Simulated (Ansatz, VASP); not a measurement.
Two plane-wave programs on TeS2

```xyz
6
Lattice="-3.0939 3.0939 3.4167 3.0939 -3.0939 3.4167 3.0939 3.0939 -3.4167" Properties=species:S:1:pos:R:3 pbc="T T T"
Te    0.0000    0.0000    1.7083
Te    0.0000    0.0000    5.1250
S     1.1079    4.2018    0.0000
S     1.9860    1.1079    0.0000
S     1.9860   -1.1079    3.4167
S     1.1079    1.9860    3.4167
```

Alike in both runs: functional PBE; k mesh 8 × 8 × 8; occupations gaussian, width 0.1 eV; no spin polarisation.

Ansatz relaxed the structure, and its values are those at the end. VASP's run is a single point on that final structure, the one shown.

|  | VASP | Ansatz |
| --- | --- | --- |
| version | VASP 6.6.1 | Ansatz 0.2.0 |
| potentials or method | VASP PAW PBE potentials, release 64 (Te, S), cutoff 520 eV | scalar-relativistic, plane waves, PAW |
| valence electrons in the cell | 36 | 56 |

|  | VASP | Ansatz | Ansatz less VASP |
| --- | --- | --- | --- |
| gap on the k mesh at the Fermi level (eV) | none | none | - |
| pressure (GPa) | -0.2 | 0.0 | +0.21 |
| rms of the force components (eV/Å) | 0.005 | 0.001 | -0.0044 |

A gap of «none» marks a metal or a gap that the smearing closes. VASP's potentials hold 36 valence electrons a cell and Ansatz's 56, so a difference there can come from the potentials and not from the codes.

Neither program's run includes spin-orbit coupling.
